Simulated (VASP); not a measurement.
Set up this calculation in VASP 6.6.1, as the native input.

| Property | Result |
| --- | --- |
| Task | electric field gradients |
| Functional | r2SCAN |
| Potentials or basis | VASP PAW PBE potentials, release 64 (Ge_d) |
| Cutoff | 520 eV |
| k mesh | 11 × 11 × 11 |
| Occupations | fermi-dirac, width 0.05 eV |
| Spin | no spin polarisation |
| Dipole correction | no |
| Further INCAR settings | ALGO = Normal; EDIFF = 1e-08; NBANDS = 21 |

The system is Ge.

```xyz
2
Lattice="0.0000 2.8374 2.8374 2.8374 0.0000 2.8374 2.8374 2.8374 0.0000" Properties=species:S:1:pos:R:3 pbc="T T T"
Ge    0.0000    0.0000    0.0000
Ge    1.4187    1.4187    1.4187
```

The input as run:

POSCAR

```
Ge
1.0
    0.0000000000      2.8374271074      2.8374271074
    2.8374271074      0.0000000000      2.8374271074
    2.8374271074      2.8374271074      0.0000000000
Ge
2
Direct
    0.0000000000      0.0000000000      0.0000000000
    0.2500000000      0.2500000000      0.2500000000
```

INCAR.step1

```
ALGO     = Normal         # electronic algorithm
EDIFF    = 1E-4           # SCF threshold, eV
ENCUT    = 520            # plane-wave cutoff, eV
GGA      = PE             # functional
ISMEAR   = -1             # smearing method
LASPH    = True           # aspherical terms in the spheres
LCHARG   = False          # write CHGCAR
LREAL    = False          # projectors in reciprocal space
LWAVE    = True           # write WAVECAR
NBANDS   = 21             # bands
NELM     = 100            # most SCF steps
PREC     = Accurate       # precision mode
SIGMA    = 0.05           # smearing width, eV
```

INCAR.step2

```
ALGO     = Normal         # electronic algorithm
EDIFF    = 1E-8           # SCF threshold, eV
ENCUT    = 520            # plane-wave cutoff, eV
ISIF     = 2              # what is computed and relaxed
ISMEAR   = -1             # smearing method
ISTART   = 1            
LASPH    = True           # aspherical terms in the spheres
LCHARG   = False          # write CHGCAR
LEFG     = True         
LMIXTAU  = True         
LREAL    = False          # projectors in reciprocal space
LWAVE    = False          # write WAVECAR
METAGGA  = R2SCAN         # meta-GGA
NBANDS   = 21             # bands
NELM     = 100            # most SCF steps
PREC     = Accurate       # precision mode
SIGMA    = 0.05           # smearing width, eV
```

KPOINTS

```
k-points
0
Gamma
  11 11 11
```

Potentials or basis: VASP PAW PBE potentials, release 64 (Ge_d).

The run is started by

```console
$ cat potpaw_PBE.64/Ge_d/POTCAR > POTCAR
$ cp INCAR.step1 INCAR
$ mpirun -np 1 vasp_std > vasp.out
$ cp INCAR.step2 INCAR
$ mpirun -np 1 vasp_std > vasp.out
```

Results of the run:

- Pressure: 0.0 GPa
- Band gap on the k mesh: 0.32 eV
- Largest electric field gradient by atom: under 0.05 V/Å² on every atom

Caveat: semilocal functionals underestimate gaps, and a narrow one can read as zero; the PAW data sets were made with another functional, which shifts forces and pressure a little; an odd mesh through Γ misses points on the zone boundary, where band edges can lie.

Wall time 6.3 min on 1 thread of Intel Xeon 8259CL (shared host), peak memory 0.19 GiB.
